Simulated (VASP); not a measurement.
# Al (Fm-3m) in VASP: further runs

Al is run at these levels: PBEsol; tasks: single point.

All numbers are computed with VASP 6.6.1; they aren't measurements. Logs are shortened: lines on timing, memory, paths and dates and some standing lists are left out, and cuts for length are marked.

**1. The cell of the first run**

Symmetry: Fm-3m, No. 225, cubic system. The conventional cell has a = 3.568 Å, b = 3.568 Å, c = 3.568 Å, α = 90.00°, β = 90.00°, γ = 90.00°. Within 3.3 Å of Al (site symmetry m-3m) lie 12 Al at 2.52 Å.

**2. Single point, PBEsol (volume scaled by 0.702, to set the pressure)**

Contents of INCAR:

```
SYSTEM = Al
PREC = Accurate
ENCUT = 500
EDIFF = 1E-6
ISMEAR = -1
SIGMA = 0.05
LREAL = .FALSE.
LASPH = .TRUE.
NELM = 120
ALGO = Normal
ISIF = 2
LWAVE = .FALSE.
LCHARG = .FALSE.
GGA = PS
NBANDS = 8
GGA_COMPAT = .FALSE.
```

Contents of KPOINTS:

```
Automatic mesh
0
G
  18 18 18
  0 0 0
```

Contents of POSCAR:

```
Al
1.0
    0.0000000000      1.7840281412      1.7840281412
    1.7840281412      0.0000000000      1.7840281412
    1.7840281412      1.7840281412      0.0000000000
Al
1
Direct
    0.0000000000      0.0000000000      0.0000000000
```

Potentials or basis: VASP PAW PBE potentials, release 64 (Al).

Command:

```sh
$ cat potpaw_PBE.64/Al/POTCAR > POTCAR
$ mpirun -np 1 vasp_std > vasp.out
```

OUTCAR:

```text
SYSTEM = Al
   PREC = Accurate
   ENCUT = 500
   EDIFF = 1E-6
   ISMEAR = -1
   LREAL = .FALSE.
   LASPH = .TRUE.
   NELM = 120
   ISIF = 2
   GGA = PS

 ion  position               nearest neighbor table
   1  0.000  0.000  0.000-

  LATTYP: Found a face centered cubic cell.
 ALAT       =     3.5680562824

  Lattice vectors:

 A1 = (   0.0000000000,   1.7840281412,   1.7840281412)
 A2 = (   1.7840281412,   0.0000000000,   1.7840281412)
 A3 = (   1.7840281412,   1.7840281412,   0.0000000000)

Analysis of symmetry for initial positions (statically):
=====================================================================
 Subroutine PRICEL returns:
 Original cell was already a primitive cell.

 Routine SETGRP: Setting up the symmetry group for a
 face centered cubic supercell.

 Subroutine GETGRP returns: Found 48 space group operations
 (whereof 48 operations were pure point group operations)
 out of a pool of 48 trial point group operations.

The static configuration has the point symmetry O_h .

Analysis of symmetry for dynamics (positions and initial velocities):
=====================================================================
 Subroutine PRICEL returns:
 Original cell was already a primitive cell.

 Routine SETGRP: Setting up the symmetry group for a
 face centered cubic supercell.

 Subroutine GETGRP returns: Found 48 space group operations
 (whereof 48 operations were pure point group operations)
 out of a pool of 48 trial point group operations.

The dynamic configuration has the point symmetry O_h .

 Subroutine INISYM returns: Found 48 space group operations
 (whereof 48 operations are pure point group operations),
 and found     1 'primitive' translations

----------------------------------------------------------------------------------------

                                     Primitive cell

  volume of cell :      11.3563

  direct lattice vectors                    reciprocal lattice vectors
     0.000000000  1.784028141  1.784028141    -0.280264637  0.280264637  0.280264637
     1.784028141  0.000000000  1.784028141     0.280264637 -0.280264637  0.280264637
     1.784028141  1.784028141  0.000000000     0.280264637  0.280264637 -0.280264637

  length of vectors
     2.522996793  2.522996793  2.522996793     0.485432591  0.485432591  0.485432591

  position of ions in fractional coordinates (direct lattice)
     0.000000000  0.000000000  0.000000000

[... 69 lines left out ...]
   ISPIN  =      1    spin polarized calculation?
   LNONCOLLINEAR =      F non collinear calculations
   LSORBIT =      F    spin-orbit coupling
   LASPH  =      T    aspherical Exc in radial PAW
   ENCUT  =  500.0 eV  36.75 Ry    6.06 a.u.   4.60  4.60  4.60*2*pi/ulx,y,z
   NELM   =    120;   NELMIN=  2; NELMDL= -5     # of ELM steps
   EDIFF  = 0.1E-05   stopping-criterion for ELM
   LREAL  =      F    real-space projection
   EDIFFG = 0.1E-04   stopping-criterion for IOM
   NSW    =      0    number of steps for IOM
   IBRION =     -1    ionic relax: 0-MD 1-quasi-New 2-CG
   NFREE  =      0    steps in history (QN), initial steepest desc. (CG)
   ISIF   =      2    stress and relaxation
   ISYM   =      2    0-nonsym 1-usesym 2-fastsym
   POTIM  = 0.5000    time-step for ionic-motion
   TEBEG  =    0.0;   TEEND  =   0.0 temperature during run
   PSTRESS=    0.0 pullay stress
   NELECT =       3.0000    total number of electrons
   NUPDOWN=      -1.0000    fix difference up-down
   EMIN   =  10.00;   EMAX   =-10.00  energy-range for DOS
   EFERMI =   0.00;   METHOD = LEGACY
   ISMEAR =    -1;   SIGMA  =   0.05  broadening in eV -4-tet -1-fermi 0-gaus
   EFERMI_NEDOS =   21; number of points for ismear=-14 and -15
   IALGO  =     38    algorithm
   IMIX   =      4    mixing-type and parameters
     AMIX     =   0.40;   BMIX     =  1.00
     AMIX_MAG =   1.60;   BMIX_MAG =  1.00
  volume/ion in A,a.u.               =      11.36        76.64
  Fermi-wavevector in a.u.,A,eV,Ry     =   1.050437  1.985039 15.012926  1.103419
  Thomas-Fermi vector in A             =   2.185441
   LORBIT       =      0    0 simple, 1 ext, 2 COOP (PROOUT), +10 PAW based schemes
   GGA     = PS    functional components
   LHFCALC =     F    Hartree Fock is set to
   AEXX    =    0.0000 exact exchange contribution
   IVDW    =     0    specifies the selected vdW correction
   LEPSILON=     F    determine dielectric tensor
   LRPA    =     F    only Hartree local field effects (RPA)
 non-spin polarized calculation
  energy-cutoff  :      500.00
  volume of cell :       11.36
 maximum number of plane-waves:       302
   NGX =  9   NGY =  9   NGZ =  9

 number of electron       3.0000000 magnetization

 Free energy of the ion-electron system (eV)
  ---------------------------------------------------
  ext. energy  EPLUGINS =         0.00000000
  ---------------------------------------------------
  free energy    TOTEN  =        -3.39410039 eV

  energy without entropy =       -3.39151366  energy(sigma->0) =       -3.39280702

 E-fermi :  12.3633     XC(G=0): -11.7062

 val. band max:       12.3073215661   @ k =  -0.4444   0.3333   0.1111
 cond. band min:      12.3703247615   @ k =   0.5000   0.3889   0.0000
 fundamental gap:      0.0630031954
 Fermi energy:        12.3633163296

 k-point     1 :       0.0000    0.0000    0.0000
  band No.  band energies     occupation
      1      -1.5133      2.00000
      2      27.3030      0.00000
      3      27.3030      0.00000
      4      27.3030      0.00000
      5      31.9280      0.00000
      6      32.1008      0.00000
      7      32.1008      0.00000
      8      32.1008      0.00000
[... 243 lines left out ...]
 k-point    24 :      -0.2222    0.0556    0.0000
  band No.  band energies     occupation
      1       0.5734      2.00000
      2      17.1358      0.00000
      3      24.1724      0.00000
      4      27.3656      0.00000
      5      30.2355      0.00000
      6      31.2573      0.00000
      7      32.2159      0.00000
      8      35.2251      0.00000

 [... further k-points ...]
[... 5 lines left out ...]
  --------------------------------------------------------------------------------------
  -------------------------------------------------------------------------------------
  Total        4.4800872      4.4800872      4.4800872     -0.0000000      0.0000000      0.0000000
  in kB      632.0653010    632.0653010    632.0653010     -0.0000000      0.0000000      0.0000000
  external PRESSURE =     632.0653010 kB  Pullay stress =       0.0000000 kB

 VOLUME and BASIS-vectors are now :
 -----------------------------------------------------------------------------
  energy-cutoff  :      500.00
  volume of cell :       11.36
      direct lattice vectors                 reciprocal lattice vectors
     0.000000000  1.784028141  1.784028141    -0.280264637  0.280264637  0.280264637
     1.784028141  0.000000000  1.784028141     0.280264637 -0.280264637  0.280264637
     1.784028141  1.784028141  0.000000000     0.280264637  0.280264637 -0.280264637

 POSITION                                       TOTAL-FORCE (eV/Angst)
 -----------------------------------------------------------------------------------
      0.00000      0.00000      0.00000         0.000000      0.000000      0.000000
 -----------------------------------------------------------------------------------
    total drift:                                0.000000     -0.000000     -0.000000

  FREE ENERGIE OF THE ION-ELECTRON SYSTEM (eV)
  ---------------------------------------------------
  free  energy   TOTEN  =        -3.3941003903 eV

  energy  without entropy=       -3.3915136568  energy(sigma->0) =       -3.39280702
```

It took 5 s on 1 thread of Intel Xeon 6975P-C (Granite Rapids), shared host; peak memory 0.12 GiB.

Results:

```
Free energy : -3.3941 eV
Pressure    : 63.2 GPa
```

Levels at points of the mesh, in eV from the Fermi level:
| k point | band 1 | band 2 | band 3 | band 4 | band 5 |
| --- | --- | --- | --- | --- | --- |
| (0.00, 0.00, 0.00) | -13.88 | 14.94 | 14.94 | 14.94 | 19.56 |
| (0.50, 0.00, 0.00) | -6.08 | -4.88 | 13.38 | 13.38 | 16.16 |
| (0.50, 0.50, 0.00) | -3.72 | -1.88 | 5.35 | 7.77 | 7.77 |

Caveat: the cell differs from its parent crystal (volume scaled by 0.702, to set the pressure); the PAW data sets were made with another functional, which shifts forces and pressure a little.

**3. Single point, PBEsol**

Contents of INCAR:

```
SYSTEM = Al
ALGO = Normal
EDIFF = 1E-6
ENCUT = 500
GGA = PS
GGA_COMPAT = .FALSE.
ISIF = 2
ISMEAR = -1
LASPH = .TRUE.
LCHARG = .FALSE.
LREAL = .FALSE.
LWAVE = .FALSE.
NBANDS = 8
NELM = 120
PREC = Accurate
SIGMA = 0.05
```

Contents of KPOINTS:

```
k-points
0
G
  18 18 18
  0 0 0
```

Contents of POSCAR:

```
Al
1.0
    0.0000000000      1.7836957866      1.7836957866
    1.7836957866      0.0000000000      1.7836957866
    1.7836957866      1.7836957866      0.0000000000
Al
1
Direct
    0.0000000000      0.0000000000      0.0000000000
```

Potentials or basis: VASP PAW PBE potentials, release 64 (Al).

Command:

```sh
$ cat potpaw_PBE.64/Al/POTCAR > POTCAR
$ mpirun -np 1 vasp_std > vasp.out
```

OUTCAR:

```text
SYSTEM = Al
   EDIFF = 1E-6
   ENCUT = 500
   GGA = PS
   ISIF = 2
   ISMEAR = -1
   LASPH = .TRUE.
   LREAL = .FALSE.
   NELM = 120
   PREC = Accurate

 ion  position               nearest neighbor table
   1  0.000  0.000  0.000-

  LATTYP: Found a face centered cubic cell.
 ALAT       =     3.5673915732

  Lattice vectors:

 A1 = (   0.0000000000,   1.7836957866,   1.7836957866)
 A2 = (   1.7836957866,   0.0000000000,   1.7836957866)
 A3 = (   1.7836957866,   1.7836957866,   0.0000000000)

Analysis of symmetry for initial positions (statically):
=====================================================================
 Subroutine PRICEL returns:
 Original cell was already a primitive cell.

 Routine SETGRP: Setting up the symmetry group for a
 face centered cubic supercell.

 Subroutine GETGRP returns: Found 48 space group operations
 (whereof 48 operations were pure point group operations)
 out of a pool of 48 trial point group operations.

The static configuration has the point symmetry O_h .

Analysis of symmetry for dynamics (positions and initial velocities):
=====================================================================
 Subroutine PRICEL returns:
 Original cell was already a primitive cell.

 Routine SETGRP: Setting up the symmetry group for a
 face centered cubic supercell.

 Subroutine GETGRP returns: Found 48 space group operations
 (whereof 48 operations were pure point group operations)
 out of a pool of 48 trial point group operations.

The dynamic configuration has the point symmetry O_h .

 Subroutine INISYM returns: Found 48 space group operations
 (whereof 48 operations are pure point group operations),
 and found     1 'primitive' translations

----------------------------------------------------------------------------------------

                                     Primitive cell

  volume of cell :      11.3499

[... 100 lines left out ...]
   EFERMI =   0.00;   METHOD = LEGACY
   ISMEAR =    -1;   SIGMA  =   0.05  broadening in eV -4-tet -1-fermi 0-gaus
   EFERMI_NEDOS =   21; number of points for ismear=-14 and -15
   IALGO  =     38    algorithm
   IMIX   =      4    mixing-type and parameters
     AMIX     =   0.40;   BMIX     =  1.00
     AMIX_MAG =   1.60;   BMIX_MAG =  1.00
  volume/ion in A,a.u.               =      11.35        76.59
  Fermi-wavevector in a.u.,A,eV,Ry     =   1.050633  1.985409 15.018521  1.103830
  Thomas-Fermi vector in A             =   2.185644
   LORBIT       =      0    0 simple, 1 ext, 2 COOP (PROOUT), +10 PAW based schemes
   GGA     = PS    functional components
   LHFCALC =     F    Hartree Fock is set to
   AEXX    =    0.0000 exact exchange contribution
   IVDW    =     0    specifies the selected vdW correction
   LEPSILON=     F    determine dielectric tensor
   LRPA    =     F    only Hartree local field effects (RPA)
 non-spin polarized calculation
  energy-cutoff  :      500.00
  volume of cell :       11.35
 maximum number of plane-waves:       302
   NGX =  9   NGY =  9   NGZ =  9

 number of electron       3.0000000 magnetization

 Free energy of the ion-electron system (eV)
  ---------------------------------------------------
  ext. energy  EPLUGINS =         0.00000000
  ---------------------------------------------------
  free energy    TOTEN  =        -3.39159352 eV

  energy without entropy =       -3.38900636  energy(sigma->0) =       -3.39029994

 E-fermi :  12.3707     XC(G=0): -11.7085

 val. band max:       12.3147677242   @ k =  -0.4444   0.3333   0.1111
 cond. band min:      12.3775448150   @ k =   0.5000   0.3889   0.0000
 fundamental gap:      0.0627770908
 Fermi energy:        12.3706956353

 k-point     1 :       0.0000    0.0000    0.0000
  band No.  band energies     occupation
      1      -1.5101      2.00000
      2      27.3144      0.00000
      3      27.3144      0.00000
      4      27.3144      0.00000
      5      31.9406      0.00000
      6      32.1179      0.00000
      7      32.1179      0.00000
      8      32.1179      0.00000
[... 243 lines left out ...]
 k-point    24 :      -0.2222    0.0556    0.0000
  band No.  band energies     occupation
      1       0.5773      2.00000
      2      17.1449      0.00000
      3      24.1839      0.00000
      4      27.3774      0.00000
      5      30.2497      0.00000
      6      31.2713      0.00000
      7      32.2310      0.00000
      8      35.2426      0.00000

 [... further k-points ...]
[... 5 lines left out ...]
  --------------------------------------------------------------------------------------
  -------------------------------------------------------------------------------------
  Total        4.4898276      4.4898276      4.4898276     -0.0000000     -0.0000000      0.0000000
  in kB      633.7936582    633.7936582    633.7936582     -0.0000000     -0.0000000      0.0000000
  external PRESSURE =     633.7936582 kB  Pullay stress =       0.0000000 kB

 VOLUME and BASIS-vectors are now :
 -----------------------------------------------------------------------------
  energy-cutoff  :      500.00
  volume of cell :       11.35
      direct lattice vectors                 reciprocal lattice vectors
     0.000000000  1.783695787  1.783695787    -0.280316859  0.280316859  0.280316859
     1.783695787  0.000000000  1.783695787     0.280316859 -0.280316859  0.280316859
     1.783695787  1.783695787  0.000000000     0.280316859  0.280316859 -0.280316859

 POSITION                                       TOTAL-FORCE (eV/Angst)
 -----------------------------------------------------------------------------------
      0.00000      0.00000      0.00000         0.000000      0.000000     -0.000000
 -----------------------------------------------------------------------------------
    total drift:                               -0.000000      0.000000      0.000000

  FREE ENERGIE OF THE ION-ELECTRON SYSTEM (eV)
  ---------------------------------------------------
  free  energy   TOTEN  =        -3.3915935191 eV

  energy  without entropy=       -3.3890063568  energy(sigma->0) =       -3.39029994
```

stdout:

```text
POSCAR found type information on POSCAR Al
 POSCAR found :  1 types and       1 ions
 scaLAPACK will be used
 -----------------------------------------------------------------------------
|                                                                             |
|                                                                             |
|     You enforced a specific xc type in the INCAR file but a different       |
|     I HOPE YOU KNOW WHAT YOU ARE DOING!                                     |
|                                                                             |
 -----------------------------------------------------------------------------

 LDA part: xc-table for (Slater+PW92), standard interpolation
 POSCAR, INCAR and KPOINTS ok, starting setup
 FFT: planning ... GRIDC
 FFT: planning ... GRID_SOFT
 FFT: planning ... GRID
 WAVECAR not read
 entering main loop
```

Run time: 5 s. Hardware: 1 thread of Intel Xeon 6975P-C (Granite Rapids), shared host; peak memory 0.12 GiB.

Results:

```yaml
Free_energy: -3.3916 eV
Pressure: 63.4 GPa
```

Caveat: the PAW data sets were made with another functional, which shifts forces and pressure a little.

(Part 1 of 2 ends here.)
